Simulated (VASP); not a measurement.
Set up this calculation in VASP 6.6.1, as the native input.

* Task: single point
* Functional: PBE
* Potentials or basis: VASP PAW PBE potentials, release 64 (Bi_d, Se)
* Cutoff: 520 eV
* k mesh: 6 × 6 × 6
* Occupations: fermi-dirac, width 0.05 eV
* Spin: no spin polarisation
* Dipole correction: no
* Further INCAR settings: ALGO = Normal; EDIFF = 1e-06; NBANDS = 32

The structure of Bi2Se3 lies in POSCAR:

```
Bi2Se3
1.0
    2.0715000000      1.1959810826      9.3544266666
   -2.0715000000      1.1959810826      9.3544266666
    0.0000000000     -2.3919621653      9.3544266666
Bi Se
2 3
Direct
    0.5992000000      0.5992000000      0.5992000000
    0.4008000000      0.4008000000      0.4008000000
    0.7883000000      0.7883000000      0.7883000000
    0.2117000000      0.2117000000      0.2117000000
    0.0000000000      0.0000000000      0.0000000000
```

The input as run:

INCAR

```
SYSTEM = Bi2Se3
  ALGO = Normal
  EDIFF = 1E-6
  ENCUT = 520
  GGA = PE
  ISIF = 2
  ISMEAR = -1
  LASPH = .TRUE.
  LCHARG = .FALSE.
  LREAL = .FALSE.
  LWAVE = .FALSE.
  NBANDS = 32
  NELM = 80
  PREC = Accurate
  SIGMA = 0.05
```

KPOINTS

```
k-points
0
G
  6 6 6
  0 0 0
```

Potentials or basis: VASP PAW PBE potentials, release 64 (Bi_d, Se).

Run with:

```console
$ cat potpaw_PBE.64/Bi_d/POTCAR potpaw_PBE.64/Se/POTCAR > POTCAR
$ mpirun -np 1 vasp_std > vasp.out
```

It gave:

* Pressure: 4.0 GPa
* Largest force: 0.389 eV/Å
* Band gap on the k mesh: 0.14 eV

Caveat: the cell stands under pressure; spin-orbit coupling is left out, which moves the levels of the heavy elements.

It took 4.9 min on 1 thread of Intel(R) Xeon(R) 6975P-C (Granite Rapids), with other jobs on the host, peak memory 0.74 GiB.
